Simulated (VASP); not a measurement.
Write the native input for VASP 6.6.1 that does the following.

```
Task                               : single point
Functional                         : HSE06
Potentials or basis                : VASP PAW PBE potentials, release 64 (Cr_pv)
Cutoff                             : 520 eV
k mesh                             : 5 × 5 × 5
Occupations                        : fermi-dirac, width 0.1 eV
Spin                               : collinear spin, antiferromagnetic start
Starting moments                   : [2.598, -2.598] μB
Dipole correction                  : no
Grid for exact exchange (PRECFOCK) : Normal
Further INCAR settings             : ALGO = Normal; EDIFF = 1e-07; NBANDS = 23
Share of exact exchange            : 0.25
Screening parameter                : 0.2079 1/Å
```

Crystal: Cr.

```
Cr
1.0
     0.00000    2.69851    2.69851
     2.69851    0.00000    2.69851
     2.69851    2.69851    0.00000
Cr
2
Cartesian
  0.6746 0.6746 0.6746
  4.7224 4.7224 4.7224
```

This isn't the form of Cr at room conditions, which is bcc.

The input as run:

POSCAR

```
Cr
1.0
    0.0000000000      2.6985143257      2.6985143257
    2.6985143257      0.0000000000      2.6985143257
    2.6985143257      2.6985143257      0.0000000000
Cr
2
Direct
    0.1250000000      0.1250000000      0.1250000000
    0.8750000000      0.8750000000      0.8750000000
```

INCAR.step1

```
PREC     = Accurate       # precision mode
ENCUT    = 520            # plane-wave cutoff, eV
EDIFF    = 1E-5           # SCF threshold, eV
ISMEAR   = -1             # smearing method
SIGMA    = 0.1            # smearing width, eV
LREAL    = F              # projectors in reciprocal space
LASPH    = T              # aspherical terms in the spheres
NELM     = 150            # most SCF steps
ALGO     = Normal         # electronic algorithm
ISIF     = 2              # what is computed and relaxed
LWAVE    = T              # write WAVECAR
LCHARG   = F              # write CHGCAR
ISPIN    = 2              # spin polarisation
MAGMOM   = 2.598 -2.598   # initial moments
LORBIT   = 11             # projections on sites
LMAXMIX  = 4              # l up to which the mixer works
NBANDS   = 23             # bands
GGA      = PE             # functional
KPAR     = 4
```

INCAR.step2

```
PREC     = Accurate       # precision mode
ENCUT    = 520            # plane-wave cutoff, eV
EDIFF    = 1E-7           # SCF threshold, eV
ISMEAR   = -1             # smearing method
SIGMA    = 0.1            # smearing width, eV
LREAL    = F              # projectors in reciprocal space
LASPH    = T              # aspherical terms in the spheres
NELM     = 150            # most SCF steps
ALGO     = Normal         # electronic algorithm
ISIF     = 2              # what is computed and relaxed
LWAVE    = F              # write WAVECAR
LCHARG   = F              # write CHGCAR
ISPIN    = 2              # spin polarisation
MAGMOM   = 2.598 -2.598   # initial moments
LORBIT   = 11             # projections on sites
LMAXMIX  = 4              # l up to which the mixer works
GGA      = PE             # functional
LHFCALC  = T              # exact exchange
HFSCREEN = 0.2079         # screening, 1/A
PRECFOCK = Normal       
NBANDS   = 23             # bands
ISTART   = 1            
KPAR     = 4
```

KPOINTS

```
regular mesh
0
Gamma
  5 5 5
```

Potentials or basis: VASP PAW PBE potentials, release 64 (Cr_pv).

The run is started by

```sh
$ cat potpaw_PBE.64/Cr_pv/POTCAR > POTCAR
$ cp INCAR.step1 INCAR
$ mpirun -np 4 vasp_std > vasp.out
$ cp INCAR.step2 INCAR
$ mpirun -np 4 vasp_std > vasp.out
```

It gave:

```yaml
Pressure: 11.3 GPa
Band_gap_on_the_k_mesh: zero (filled and empty bands overlap)
Net_moment: 0.00 μB per cell
Site_moments: Cr +3.73, -3.73 μB
Valence_electrons_inside_the_program's_atomic_spheres: Cr 10.94
```

Caveat: the k points lie up to 0.40 Å⁻¹ apart; an empty level that is flat over the whole mesh can mark a ghost state of the potentials, or a narrow d or f band; the PAW data sets were made with another functional, which shifts forces and pressure a little.

It took 44 min on 4 MPI ranks on Intel(R) Xeon(R) Platinum 8259CL CPU @ 2.50GHz (Skylake/Cascade Lake), on a shared host, peak memory 0.3 GiB a rank.
